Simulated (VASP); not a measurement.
# TePb3Se2 (P-3m1) in VASP: single point with PBE

Aim: the single point of TePb3Se2 with PBE.

Everything below comes from runs of VASP 6.6.1. Logs are shortened: lines on timing, memory, paths and dates and some standing lists are left out, and cuts for length are marked.

### 1 The cell of the first run

The structure is trigonal, space group P-3m1 (No. 164). The conventional cell has a = 4.478 Å, b = 4.478 Å, c = 10.971 Å, α = 90.00°, β = 90.00°, γ = 120.00°. Within 4.3 Å of Te (site symmetry -3m) lie 6 Pb at 3.26 Å. Within 4.1 Å of Pb (site symmetry 3m) lie 3 Se at 3.12 Å and 3 Te at 3.26 Å. Pb (site symmetry -3m) has 6 Se at 3.13 Å within 4.1 Å. Within 4.1 Å of Se (site symmetry 3m) lie 6 Pb at 3.12 to 3.13 Å.

### 2 Single point, PBE

Input file INCAR:

```
SYSTEM = TePb3Se2
ALGO     = Normal         ! electronic algorithm
EDIFF    = 1E-6           ! SCF threshold, eV
ENCUT    = 520            ! plane-wave cutoff, eV
GGA      = PE             ! functional
ISIF     = 2              ! what is computed and relaxed
ISMEAR   = 0              ! smearing method
LASPH    = .True.         ! aspherical terms in the spheres
LCHARG   = .False.        ! write CHGCAR
LREAL    = .False.        ! projectors in reciprocal space
LWAVE    = .False.        ! write WAVECAR
NBANDS   = 39             ! bands
NELM     = 80             ! most SCF steps
PREC     = Accurate       ! precision mode
SIGMA    = 0.02           ! smearing width, eV
```

Input file KPOINTS:

```
k-points
0
Gamma
  12 12 4
  0 0 0
```

Input file POSCAR:

```
TePb3Se2
1.0
    4.4778502083      0.0000000000      0.0000000000
   -2.2389251041      3.8779320347      0.0000000000
    0.0000000000      0.0000000000     10.9713542748
Te Pb Se
1 3 2
Direct
    0.0000000000      0.0000000000      0.0000000000
    0.6666666667      0.3333333333      0.8191789802
    0.0000000000      0.0000000000      0.5000000000
    0.3333333333      0.6666666667      0.1808210198
    0.3333333333      0.6666666667      0.6602730978
    0.6666666667      0.3333333333      0.3397269022
```

Potentials or basis: VASP PAW PBE potentials, release 64 (Te, Pb_d, Se).

Run with:

```bash
> cat potpaw_PBE.64/Te/POTCAR potpaw_PBE.64/Pb_d/POTCAR potpaw_PBE.64/Se/POTCAR > POTCAR
> mpirun -np 1 vasp_std > vasp.out
```

OUTCAR:

```text
SYSTEM = TePb3Se2
   EDIFF = 1E-6
   ENCUT = 520
   GGA = PE
   ISIF = 2
   ISMEAR = 0
   LASPH = .True.
   LREAL = .False.
   NELM = 80
   PREC = Accurate

 ion  position               nearest neighbor table
   1  0.000  0.000  0.000-   2 3.26   4 3.26   4 3.26   2 3.26   2 3.26   4 3.26
   2  0.667  0.333  0.819-   5 3.12   5 3.12   5 3.12   1 3.26   1 3.26   1 3.26
   3  0.000  0.000  0.500-   5 3.13   6 3.13   5 3.13   6 3.13   6 3.13   5 3.13
   4  0.333  0.667  0.181-   6 3.12   6 3.12   6 3.12   1 3.26   1 3.26   1 3.26
   5  0.333  0.667  0.660-   2 3.12   2 3.12   2 3.12   3 3.13   3 3.13   3 3.13
   6  0.667  0.333  0.340-   4 3.12   4 3.12   4 3.12   3 3.13   3 3.13   3 3.13

  LATTYP: Found a hexagonal cell.
 ALAT       =     4.4778502083
 C/A-ratio  =     2.4501387417

  Lattice vectors:

 A1 = (   4.4778502083,   0.0000000000,   0.0000000000)
 A2 = (  -2.2389251041,   3.8779320347,   0.0000000000)
 A3 = (   0.0000000000,   0.0000000000,  10.9713542748)

Analysis of symmetry for initial positions (statically):
=====================================================================
 Subroutine PRICEL returns:
 Original cell was already a primitive cell.

 Routine SETGRP: Setting up the symmetry group for a
 hexagonal supercell.

 Subroutine GETGRP returns: Found 12 space group operations
 (whereof 12 operations were pure point group operations)
 out of a pool of 24 trial point group operations.

The static configuration has the point symmetry D_3d.

Analysis of symmetry for dynamics (positions and initial velocities):
=====================================================================
 Subroutine PRICEL returns:
 Original cell was already a primitive cell.

 Routine SETGRP: Setting up the symmetry group for a
 hexagonal supercell.

 Subroutine GETGRP returns: Found 12 space group operations
 (whereof 12 operations were pure point group operations)
 out of a pool of 24 trial point group operations.

The dynamic configuration has the point symmetry D_3d.

 Subroutine INISYM returns: Found 12 space group operations
 (whereof 12 operations are pure point group operations),
 and found     1 'primitive' translations

----------------------------------------------------------------------------------------

                                     Primitive cell

  volume of cell :     190.5154

  direct lattice vectors                    reciprocal lattice vectors
     4.477850208  0.000000000  0.000000000     0.223321450  0.128934699  0.000000000
    -2.238925104  3.877932035  0.000000000     0.000000000  0.257869398  0.000000000
     0.000000000  0.000000000 10.971354275     0.000000000  0.000000000  0.091146451

  length of vectors
     4.477850208  4.477850208 10.971354275     0.257869398  0.257869398  0.091146451

  position of ions in fractional coordinates (direct lattice)
     0.000000000  0.000000000  0.000000000
     0.666666667  0.333333333  0.819178980
     0.000000000  0.000000000  0.500000000
     0.333333333  0.666666667  0.180821020
     0.333333333  0.666666667  0.660273098
     0.666666667  0.333333333  0.339726902

  ion indices of the primitive-cell ions
   primitive index   ion index
                 1           1
                 2           2
                 3           3
                 4           4
                 5           5
                 6           6

----------------------------------------------------------------------------------------

 KPOINTS: k-points

Automatic generation of k-mesh.
 Grid dimensions read from file:
 generate k-points for:   12   12    4

 Generating k-lattice:

  Cartesian coordinates                     Fractional coordinates (reciprocal lattice)
     0.018610121  0.010744558  0.000000000     0.083333333  0.000000000  0.000000000
     0.000000000  0.021489117  0.000000000     0.000000000  0.083333333  0.000000000
     0.000000000  0.000000000  0.022786613     0.000000000  0.000000000  0.250000000

  Length of vectors
     0.021489117  0.021489117  0.022786613

  Shift w.r.t. Gamma in fractional coordinates (k-lattice)
     0.000000000  0.000000000  0.000000000

 Subroutine IBZKPT returns following result:
 ===========================================

 Found     69 irreducible k-points:

 Following reciprocal coordinates:
            Coordinates               Weight
  0.000000  0.000000  0.000000      1.000000
  0.083333  0.000000  0.000000      6.000000
  0.166667  0.000000  0.000000      6.000000
  0.250000 -0.000000  0.000000      6.000000
  0.333333 -0.000000  0.000000      6.000000
  0.416667  0.000000  0.000000      6.000000
[... 16 lines left out ...]
  0.166667  0.000000  0.250000      6.000000
  0.000000  0.166667  0.250000      6.000000
 [... further k-points ...]
   k-points           NKPTS =     69   k-points in BZ     NKDIM =     69   number of bands    NBANDS=     39
   number of dos      NEDOS =    301   number of ions     NIONS =      6
   total plane-waves  NPLWV = 108864
   dimension x,y,z NGX =    36 NGY =   36 NGZ =   84
   dimension x,y,z NGXF=    72 NGYF=   72 NGZF=  168
   ions per type =               1   3   2
   NGX,Y,Z   is equivalent  to a cutoff of  13.37, 13.37, 12.73 a.u.
   NGXF,Y,Z  is equivalent  to a cutoff of  26.73, 26.73, 25.46 a.u.
 SYSTEM =  TePb3Se2
   PREC   = accura    normal or accurate (medium, high low for compatibility)
   ISTART =      0    job   : 0-new  1-cont  2-samecut
   ICHARG =      2    charge: 1-file 2-atom 10-const
   ISPIN  =      1    spin polarized calculation?
   LNONCOLLINEAR =      F non collinear calculations
   LSORBIT =      F    spin-orbit coupling
   LASPH  =      T    aspherical Exc in radial PAW
   ENCUT  =  520.0 eV  38.22 Ry    6.18 a.u.   8.33  8.33 20.40*2*pi/ulx,y,z
   NELM   =     80;   NELMIN=  2; NELMDL= -5     # of ELM steps
   EDIFF  = 0.1E-05   stopping-criterion for ELM
   LREAL  =      F    real-space projection
   EDIFFG = 0.1E-04   stopping-criterion for IOM
   NSW    =      0    number of steps for IOM
   IBRION =     -1    ionic relax: 0-MD 1-quasi-New 2-CG
   NFREE  =      0    steps in history (QN), initial steepest desc. (CG)
   ISIF   =      2    stress and relaxation
   ISYM   =      2    0-nonsym 1-usesym 2-fastsym
   POTIM  = 0.5000    time-step for ionic-motion
   TEBEG  =    0.0;   TEEND  =   0.0 temperature during run
   PSTRESS=    0.0 pullay stress
   NELECT =      60.0000    total number of electrons
   NUPDOWN=      -1.0000    fix difference up-down
   EMIN   =  10.00;   EMAX   =-10.00  energy-range for DOS
   EFERMI =   0.00;   METHOD = LEGACY
   ISMEAR =     0;   SIGMA  =   0.02  broadening in eV -4-tet -1-fermi 0-gaus
   EFERMI_NEDOS =   21; number of points for ismear=-14 and -15
   IALGO  =     38    algorithm
   IMIX   =      4    mixing-type and parameters
     AMIX     =   0.40;   BMIX     =  1.00
     AMIX_MAG =   1.60;   BMIX_MAG =  1.00
  volume/ion in A,a.u.               =      31.75       214.28
  Fermi-wavevector in a.u.,A,eV,Ry     =   1.113821  2.104816 16.879338  1.240596
  Thomas-Fermi vector in A             =   2.250409
   LORBIT       =      0    0 simple, 1 ext, 2 COOP (PROOUT), +10 PAW based schemes
   GGA     = PE    functional components
   LHFCALC =     F    Hartree Fock is set to
   AEXX    =    0.0000 exact exchange contribution
   IVDW    =     0    specifies the selected vdW correction
   LEPSILON=     F    determine dielectric tensor
   LRPA    =     F    only Hartree local field effects (RPA)
 non-spin polarized calculation
 Gauss-broadening in eV      SIGMA  =   0.02
  energy-cutoff  :      520.00
  volume of cell :      190.52
 maximum number of plane-waves:      5174
 NGX is ok and might be reduce to    36
   NGX = 17   NGY = 17   NGZ = 41

 number of electron      60.0000006 magnetization

 Free energy of the ion-electron system (eV)
  ---------------------------------------------------
  ext. energy  EPLUGINS =         0.00000000
  ---------------------------------------------------
  free energy    TOTEN  =       -23.87979936 eV

  energy without entropy =      -23.87979936  energy(sigma->0) =      -23.87979936

 E-fermi :   4.7635     XC(G=0):  -9.2443

 val. band max:        4.6794426175   @ k =   0.0000   0.0000   0.5000
 cond. band min:       5.2515531163   @ k =   0.5000  -0.0000   0.5000
 fundamental gap:      0.5721104988
 Fermi energy:         4.7635005652

 k-point     1 :       0.0000    0.0000    0.0000
  band No.  band energies     occupation
      1     -12.0400      2.00000
      2     -12.0391      2.00000
      3     -12.0391      2.00000
      4     -12.0283      2.00000
      5     -12.0283      2.00000
      6     -12.0161      2.00000
[... 31 lines left out ...]
     38       9.1191      0.00000
     39       9.1365      0.00000

 k-point     2 :       0.0833    0.0000    0.0000
  band No.  band energies     occupation
      1     -12.0426      2.00000
      2     -12.0393      2.00000
      3     -12.0383      2.00000
      4     -12.0289      2.00000
      5     -12.0278      2.00000
      6     -12.0181      2.00000
[... 31 lines left out ...]
     38       8.9318      0.00000
     39       8.9661      0.00000

 k-point     3 :       0.1667    0.0000    0.0000
  band No.  band energies     occupation
      1     -12.0527      2.00000
      2     -12.0378      2.00000
      3     -12.0373      2.00000
      4     -12.0297      2.00000
      5     -12.0254      2.00000
      6     -12.0232      2.00000
[... 31 lines left out ...]
     38       8.6271      0.00000
     39       8.8346      0.00000

 k-point     4 :       0.2500   -0.0000    0.0000
  band No.  band energies     occupation
      1     -12.0680      2.00000
      2     -12.0384      2.00000
      3     -12.0377      2.00000
      4     -12.0294      2.00000
      5     -12.0293      2.00000
      6     -12.0202      2.00000
[... 31 lines left out ...]
     38       8.7991      0.00000
     39       9.3066      0.00000
[... 754 lines left out ...]
     38       9.0360      0.00000
     39       9.0392      0.00000

 k-point    23 :       0.1667    0.0000    0.2500
  band No.  band energies     occupation
      1     -12.0523      2.00000
      2     -12.0379      2.00000
      3     -12.0374      2.00000
      4     -12.0306      2.00000
      5     -12.0258      2.00000
      6     -12.0239      2.00000
[... 31 lines left out ...]
     38       8.6021      0.00000
     39       8.6377      0.00000

 k-point    24 :       0.0000    0.1667    0.2500
  band No.  band energies     occupation
      1     -12.0532      2.00000
      2     -12.0378      2.00000
      3     -12.0372      2.00000
      4     -12.0302      2.00000
      5     -12.0251      2.00000
      6     -12.0198      2.00000
[... 31 lines left out ...]
     38       9.0442      0.00000
     39       9.0533      0.00000

 [... further k-points ...]

------------------------ aborting loop because EDIFF is reached ----------------------------------------

  FORCE on cell =-STRESS in cart. coord.  units (eV):
  Direction    XX          YY          ZZ          XY          YZ          ZX
  --------------------------------------------------------------------------------------
  -------------------------------------------------------------------------------------
  Total       -0.0292379     -0.0292379     -0.0258134     -0.0000000      0.0000000      0.0000000
  in kB       -0.2458823     -0.2458823     -0.2170828     -0.0000000      0.0000000      0.0000000
  external PRESSURE =      -0.2362824 kB  Pullay stress =       0.0000000 kB

 VOLUME and BASIS-vectors are now :
 -----------------------------------------------------------------------------
  energy-cutoff  :      520.00
  volume of cell :      190.52
      direct lattice vectors                 reciprocal lattice vectors
     4.477850208  0.000000000  0.000000000     0.223321450  0.128934699  0.000000000
    -2.238925104  3.877932035  0.000000000     0.000000000  0.257869398  0.000000000
     0.000000000  0.000000000 10.971354275     0.000000000  0.000000000  0.091146451

 POSITION                                       TOTAL-FORCE (eV/Angst)
 -----------------------------------------------------------------------------------
      0.00000      0.00000      0.00000         0.000000      0.000000     -0.000000
      2.23893      1.29264      8.98750        -0.000000      0.000000      0.001625
      0.00000      0.00000      5.48568         0.000000      0.000000     -0.000000
     -0.00000      2.58529      1.98385         0.000000     -0.000000     -0.001625
     -0.00000      2.58529      7.24409         0.000000     -0.000000      0.000453
      2.23893      1.29264      3.72726         0.000000      0.000000     -0.000453
 -----------------------------------------------------------------------------------
    total drift:                                0.000000     -0.000000     -0.000000

  FREE ENERGIE OF THE ION-ELECTRON SYSTEM (eV)
  ---------------------------------------------------
  free  energy   TOTEN  =       -23.8797993586 eV

  energy  without entropy=      -23.8797993586  energy(sigma->0) =      -23.87979936
```

It took 11 min on 1 thread of Intel Xeon Platinum 8259CL at 2.50GHz (Skylake/Cascade Lake), shared host; peak memory 0.63 GiB.

Results:

```yaml
Free_energy: -23.8798 eV
Pressure: 0.0 GPa
Band_gap_on_the_k_mesh: 0.57 eV (least direct gap 0.58 eV)
```

Caveat: spin-orbit coupling is left out, which moves the levels of the heavy elements. A k mesh can miss the band edges.
